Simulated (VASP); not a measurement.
Here is a VASP 6.6.1 calculation.

INCAR

```
SYSTEM = Hg
  ALGO = Normal
  EDIFF = 1E-6
  ENCUT = 550
  GGA = PE
  GGA_COMPAT = .False.
  ISIF = 2
  ISMEAR = -5
  LASPH = .True.
  LCHARG = .True.
  LELF = .True.
  LREAL = .False.
  LVHAR = .True.
  LWAVE = .False.
  NBANDS = 16
  NELM = 120
  PREC = Accurate
  SIGMA = 0.1
```

KPOINTS

```
k-points
0
Gamma
  2 2 2
  0 0 0
```

Contents of POSCAR:

```
Hg
1.0
    2.2339762741     -2.0458582601      0.0000000000
    2.2339762741      2.0458582601      0.0000000000
   -0.3487351701      0.0000000000      3.0398006871
Hg
1
Direct
    0.5000000000      0.5000000000      0.5000000000
```

Potentials or basis: VASP PAW PBE potentials, release 64 (Hg_sv_GW).

Launch:

```sh
$ cat potpaw_PBE.64/Hg_sv_GW/POTCAR > POTCAR
$ mpirun -np 1 vasp_std > vasp.out
```

(1) What does it give for the pressure?

(2) Predict the band gap on the k mesh.

## Answers

(1) 16.9 GPa.

(2) zero (bands 10 and 11 overlap by 4.96 eV).

Caveat: the k points lie up to 1.04 Å⁻¹ apart, too coarse for converged energies and pressures of a metal; spin-orbit coupling is left out, which moves the levels of the heavy elements; tetrahedron occupations give inexact forces and stress in metals.
